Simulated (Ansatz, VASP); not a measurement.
## Two plane-wave programs on Na3Al

```xyz
4
Lattice="0.0000 3.8584 3.8584 3.8584 0.0000 3.8584 3.8584 3.8584 0.0000" Properties=species:S:1:pos:R:3 pbc="T T T"
Al    0.0000    0.0000    0.0000
Na    3.8584    3.8584    3.8584
Na    5.7876    5.7876    5.7876
Na    1.9292    1.9292    1.9292
```

Alike in both runs: task single point; functional PBE; k mesh 6 × 6 × 6; occupations fermi-dirac, width 0.05 eV; no spin polarisation.

|  | VASP | Ansatz |
| --- | --- | --- |
| version | VASP 6.6.1 | Ansatz 0.2.0 |
| potentials or method | VASP PAW PBE potentials, release 64 (Al, Na_pv) | Ansatz PAW |
| plane-wave cutoff (eV) | 520 | 420 |
| valence electrons in the cell | 24 | 30 |

```tsv
	VASP	Ansatz	Ansatz less VASP
gap on the k mesh at the Fermi level (eV)	none	none	-
pressure (GPa)	-0.1	-0.2	-0.02
```

A gap of «none» marks a metal or a gap that the smearing closes. VASP's potentials hold 24 valence electrons a cell and Ansatz's 30, so a difference there can come from the potentials and not from the codes.
